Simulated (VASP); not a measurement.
# MgTl2 (Fd-3m) in VASP: a series of runs

Runs on MgTl2. Level: PBE. Tasks: single point, relaxation of cell and atoms.

All numbers are computed with VASP 6.6.1; they aren't measurements. Logs are shortened: lines on timing, memory, paths and dates and some standing lists are left out, and cuts for length are marked.

## (1) The cell of the first run

It takes space group Fd-3m (No. 227, cubic). The conventional cell has a = 9.072 Å, b = 9.072 Å, c = 9.072 Å, α = 90.00°, β = 90.00°, γ = 90.00°. Within 4.9 Å of Mg (site symmetry -43m) lie 12 Tl at 3.76 Å and 4 Mg at 3.93 Å. Within 4.2 Å of Tl (site symmetry -3m) lie 6 Tl at 3.21 Å and 6 Mg at 3.76 Å.

## (2) Single point, PBE

Contents of INCAR:

```
ALGO = Fast
EDIFF = 1E-6
ENCUT = 520
GGA = PE
ISIF = 2
ISMEAR = 0
LASPH = T
LCHARG = F
LREAL = F
LWAVE = F
NBANDS = 37
NELM = 100
PREC = Accurate
SIGMA = 0.1
```

Contents of KPOINTS:

```
k-points
0
Gamma
  8 8 8
```

Contents of POSCAR:

```
MgTl2
1.0
    0.0000000000      4.5361053305      4.5361053305
    4.5361053305      0.0000000000      4.5361053305
    4.5361053305      4.5361053305      0.0000000000
Mg Tl
2 4
Direct
    0.5000000000      0.5000000000      0.5000000000
    0.7500000000      0.7500000000      0.7500000000
    0.1250000000      0.1250000000      0.1250000000
    0.6250000000      0.1250000000      0.1250000000
    0.1250000000      0.1250000000      0.6250000000
    0.1250000000      0.6250000000      0.1250000000
```

Potentials or basis: VASP PAW PBE potentials, release 64 (Mg, Tl_d).

Command:

```console
$ cat potpaw_PBE.64/Mg/POTCAR potpaw_PBE.64/Tl_d/POTCAR > POTCAR
$ mpirun -np 1 vasp_std > vasp.out
```

OUTCAR:

```text
EDIFF = 1E-6
   ENCUT = 520
   GGA = PE
   ISIF = 2
   ISMEAR = 0
   LASPH = T
   LREAL = F
   NELM = 100
   PREC = Accurate

 ion  position               nearest neighbor table
   1  0.500  0.500  0.500-   3 3.76   5 3.76   3 3.76   5 3.76   4 3.76   6 3.76   4 3.76   6 3.76
                             6 3.76   3 3.76   5 3.76   4 3.76
   2  0.750  0.750  0.750-   4 3.76   6 3.76   4 3.76   6 3.76   3 3.76   5 3.76   3 3.76   5 3.76
                             3 3.76   5 3.76   4 3.76   6 3.76
   3  0.125  0.125  0.125-   4 3.21   5 3.21   6 3.21   5 3.21   6 3.21   4 3.21   1 3.76   2 3.76
                             1 3.76   2 3.76   1 3.76   2 3.76
   4  0.625  0.125  0.125-   3 3.21   5 3.21   6 3.21   3 3.21   5 3.21   6 3.21   2 3.76   2 3.76
                             1 3.76   1 3.76   2 3.76   1 3.76
   5  0.125  0.125  0.625-   3 3.21   3 3.21   4 3.21   6 3.21   6 3.21   4 3.21   1 3.76   2 3.76
                             1 3.76   2 3.76   1 3.76   2 3.76
   6  0.125  0.625  0.125-   3 3.21   5 3.21   3 3.21   4 3.21   5 3.21   4 3.21   2 3.76   2 3.76
                             1 3.76   1 3.76   1 3.76   2 3.76

  LATTYP: Found a face centered cubic cell.
 ALAT       =     9.0722106610

  Lattice vectors:

 A1 = (   0.0000000000,   4.5361053305,   4.5361053305)
 A2 = (   4.5361053305,   0.0000000000,   4.5361053305)
 A3 = (   4.5361053305,   4.5361053305,   0.0000000000)

Analysis of symmetry for initial positions (statically):
=====================================================================
 Subroutine PRICEL returns:
 Original cell was already a primitive cell.

 Routine SETGRP: Setting up the symmetry group for a
 face centered cubic supercell.

 Subroutine GETGRP returns: Found 48 space group operations
 (whereof 24 operations were pure point group operations)
 out of a pool of 48 trial point group operations.

The static configuration has the point symmetry T_d .
 The point group associated with its full space group is O_h .

Analysis of symmetry for dynamics (positions and initial velocities):
=====================================================================
 Subroutine PRICEL returns:
 Original cell was already a primitive cell.

 Routine SETGRP: Setting up the symmetry group for a
 face centered cubic supercell.

 Subroutine GETGRP returns: Found 48 space group operations
 (whereof 24 operations were pure point group operations)
 out of a pool of 48 trial point group operations.

The dynamic configuration has the point symmetry T_d .
 The point group associated with its full space group is O_h .

 Subroutine INISYM returns: Found 48 space group operations
 (whereof 24 operations are pure point group operations),
 and found     1 'primitive' translations

[... 109 lines left out ...]
   ISYM   =      2    0-nonsym 1-usesym 2-fastsym
   POTIM  = 0.5000    time-step for ionic-motion
   TEBEG  =    0.0;   TEEND  =   0.0 temperature during run
   PSTRESS=    0.0 pullay stress
   NELECT =      56.0000    total number of electrons
   NUPDOWN=      -1.0000    fix difference up-down
   EMIN   =  10.00;   EMAX   =-10.00  energy-range for DOS
   EFERMI =   0.00;   METHOD = LEGACY
   ISMEAR =     0;   SIGMA  =   0.10  broadening in eV -4-tet -1-fermi 0-gaus
   EFERMI_NEDOS =   21; number of points for ismear=-14 and -15
   IALGO  =     68    algorithm
   IMIX   =      4    mixing-type and parameters
     AMIX     =   0.40;   BMIX     =  1.00
     AMIX_MAG =   1.60;   BMIX_MAG =  1.00
  volume/ion in A,a.u.               =      31.11       209.95
  Fermi-wavevector in a.u.,A,eV,Ry     =   1.095917  2.070983 16.341064  1.201034
  Thomas-Fermi vector in A             =   2.232250
   LORBIT       =      0    0 simple, 1 ext, 2 COOP (PROOUT), +10 PAW based schemes
   GGA     = PE    functional components
   LHFCALC =     F    Hartree Fock is set to
   AEXX    =    0.0000 exact exchange contribution
   IVDW    =     0    specifies the selected vdW correction
   LEPSILON=     F    determine dielectric tensor
   LRPA    =     F    only Hartree local field effects (RPA)
 non-spin polarized calculation
 RMM-DIIS sequential band-by-band and
 Gauss-broadening in eV      SIGMA  =   0.10
  energy-cutoff  :      520.00
  volume of cell :      186.67
 maximum number of plane-waves:      5047
   NGX = 23   NGY = 23   NGZ = 23

 number of electron      56.0000015 magnetization

 Free energy of the ion-electron system (eV)
  ---------------------------------------------------
  ext. energy  EPLUGINS =         0.00000000
  ---------------------------------------------------
  free energy    TOTEN  =       -10.71789748 eV

  energy without entropy =      -10.69520321  energy(sigma->0) =      -10.70655034

 E-fermi :   4.3594     XC(G=0):  -9.0138

 val. band max:        4.3078469723   @ k =  -0.3750   0.3750   0.0000
 cond. band min:       4.3697384272   @ k =   0.1250   0.0000   0.0000
 fundamental gap:      0.0618914549
 Fermi energy:         4.3593781373

 k-point     1 :       0.0000    0.0000    0.0000
  band No.  band energies     occupation
      1      -7.9693      2.00000
      2      -7.6127      2.00000
      3      -7.6127      2.00000
      4      -7.6127      2.00000
      5      -7.5377      2.00000
      6      -7.5377      2.00000
[... 949 lines left out ...]
     36       8.6452      0.00000
     37       9.3451      0.00000

 [... further k-points ...]

------------------------ aborting loop because EDIFF is reached ----------------------------------------

  FORCE on cell =-STRESS in cart. coord.  units (eV):
  Direction    XX          YY          ZZ          XY          YZ          ZX
  --------------------------------------------------------------------------------------
  -------------------------------------------------------------------------------------
  Total       -0.0488127     -0.0488127     -0.0488127     -0.0000000     -0.0000000     -0.0000000
  in kB       -0.4189519     -0.4189519     -0.4189519     -0.0000000     -0.0000000     -0.0000000
  external PRESSURE =      -0.4189519 kB  Pullay stress =       0.0000000 kB

 VOLUME and BASIS-vectors are now :
 -----------------------------------------------------------------------------
  energy-cutoff  :      520.00
  volume of cell :      186.67
      direct lattice vectors                 reciprocal lattice vectors
     0.000000000  4.536105330  4.536105330    -0.110226717  0.110226717  0.110226717
     4.536105330  0.000000000  4.536105330     0.110226717 -0.110226717  0.110226717
     4.536105330  4.536105330  0.000000000     0.110226717  0.110226717 -0.110226717

 POSITION                                       TOTAL-FORCE (eV/Angst)
 -----------------------------------------------------------------------------------
      4.53611      4.53611      4.53611        -0.000000      0.000000      0.000000
      6.80416      6.80416      6.80416        -0.000000      0.000000     -0.000000
      1.13403      1.13403      1.13403         0.000000     -0.000000     -0.000000
      1.13403      3.40208      3.40208         0.000000     -0.000000      0.000000
      3.40208      3.40208      1.13403         0.000000     -0.000000     -0.000000
      3.40208      1.13403      3.40208         0.000000     -0.000000     -0.000000
 -----------------------------------------------------------------------------------
    total drift:                                0.000000      0.000000      0.000000

  FREE ENERGIE OF THE ION-ELECTRON SYSTEM (eV)
  ---------------------------------------------------
  free  energy   TOTEN  =       -10.7178974796 eV

  energy  without entropy=      -10.6952032086  energy(sigma->0) =      -10.70655034
```

stdout:

```text
POSCAR found type information on POSCAR MgTl
 POSCAR found :  2 types and       6 ions
 scaLAPACK will be used
 LDA part: xc-table for (Slater+PW92), standard interpolation
 POSCAR, INCAR and KPOINTS ok, starting setup
 FFT: planning ... GRIDC
 FFT: planning ... GRID_SOFT
 FFT: planning ... GRID
 WAVECAR not read
 entering main loop
```

It took 93 s on 1 thread of Intel Xeon 6975P-C (Granite Rapids), shared host; peak memory 0.41 GiB.

What came out:

* Free energy: -10.7179 eV
* Pressure: 0.0 GPa
* Band gap on the k mesh: zero (bands 28 and 29 overlap by 2.21 eV)

Levels at points of the mesh, in eV from the Fermi level:
| k point | band 26 | band 27 | band 28 | band 29 | band 30 | band 31 |
| --- | --- | --- | --- | --- | --- | --- |
| (0.00, 0.00, 0.00) | -1.58 | -1.58 | -1.58 | -1.40 | 0.19 | 0.19 |
| (0.50, 0.00, 0.00) | -1.35 | -1.35 | -0.65 | 0.29 | 1.60 | 1.60 |
| (0.50, 0.50, 0.00) | -2.92 | 0.81 | 0.81 | 1.70 | 1.70 | 2.53 |

Caveat: spin-orbit coupling is left out, which moves the levels of the heavy elements.

## (3) Relaxation of cell and atoms, PBE

This run uses another cell than the first one, of 25.83 Å³/atom.

Contents of INCAR:

```
  PREC = Accurate
  ENCUT = 600
  EDIFF = 1E-6
  ISMEAR = 0
  SIGMA = 0.1
  LREAL = F
  LASPH = T
  NELM = 100
  ALGO = Normal
  ISIF = 3
  LWAVE = F
  LCHARG = F
  GGA = PE
  IBRION = 2
  NSW = 90
  EDIFFG = -0.04
```

Contents of KPOINTS:

```
regular mesh
0
Gamma
  4 4 4
```

Contents of POSCAR:

```
MgTl2
1.0
    0.0000000000      4.2635385387      4.2635385387
    4.2635385387      0.0000000000      4.2635385387
    4.2635385387      4.2635385387      0.0000000000
Mg Tl
2 4
Direct
    0.0000000000      0.0000000000      0.0000000000
    0.2500000000      0.2500000000      0.2500000000
    0.6250000000      0.6250000000      0.6250000000
    0.1250000000      0.6250000000      0.6250000000
    0.6250000000      0.6250000000      0.1250000000
    0.6250000000      0.1250000000      0.6250000000
```

Potentials or basis: VASP PAW PBE potentials, release 64 (Mg, Tl_d).

Command:

```console
$ cat potpaw_PBE.64/Mg/POTCAR potpaw_PBE.64/Tl_d/POTCAR > POTCAR
$ mpirun -np 1 vasp_std > vasp.out
```

It took 62 s on 1 thread of Intel Xeon 6975P-C (Granite Rapids), shared host; peak memory 0.35 GiB.

It converged, with:

```yaml
Free_energy: -10.7304 eV
Relaxed_volume: 31.15 Å³/atom
Relaxed_cell: a = 6.418 Å, b = 6.418 Å, c = 6.418 Å, α = 60.00°, β = 60.00°, γ = 60.00°
Space_group_after_relaxing_to_0.1_Å: Fd-3m (No. 227)
Energy_gained_by_relaxing: 100.6 meV/atom
Ionic_steps: 3
Pressure_after_relaxing: 0.0 GPa
Band_gap_on_the_k_mesh: zero (bands 28 and 29 overlap by 2.22 eV)
```

The path:
```tsv
step	energy change (eV)	largest force (eV/Å)	pressure (GPa)	volume (Å³)
1	0.0000	0.0000	7.52	155.00
2	-0.6008	0.0000	0.36	183.84
3	-0.6037	0.0000	-0.03	186.89
```

Final structure:
```xyz
6
Lattice="0.0000 4.5379 4.5379 4.5379 0.0000 4.5379 4.5379 4.5379 0.0000" Properties=species:S:1:pos:R:3 pbc="T T T"
Mg    0.0000    0.0000    0.0000
Mg    2.2689    2.2689    2.2689
Tl    5.6723    5.6723    5.6723
Tl    5.6723    3.4034    3.4034
Tl    3.4034    3.4034    5.6723
Tl    3.4034    5.6723    3.4034
```

Levels at points of the mesh, in eV from the Fermi level:
| k point | band 24 | band 25 | band 26 | band 27 | band 28 | band 29 | band 30 | band 31 | band 32 | band 33 |
| --- | --- | --- | --- | --- | --- | --- | --- | --- | --- | --- |
| (0.00, 0.00, 0.00) | -3.72 | -2.56 | -1.21 | -1.21 | -1.21 | -1.05 | 0.56 | 0.56 | 1.15 | 1.97 |
| (0.50, 0.00, 0.00) | -4.13 | -2.73 | -0.99 | -0.99 | -0.30 | 0.67 | 1.96 | 1.96 | 2.38 | 2.38 |
| (0.50, 0.50, 0.00) | -4.69 | -2.56 | -2.56 | 1.17 | 1.17 | 2.08 | 2.08 | 2.90 | 2.90 | 3.16 |

Caveat: the volume moved by over 15 % at a fixed basis, so the end points are rough; spin-orbit coupling is left out, which moves the levels of the heavy elements.

(Continued in part 2 of 2.)
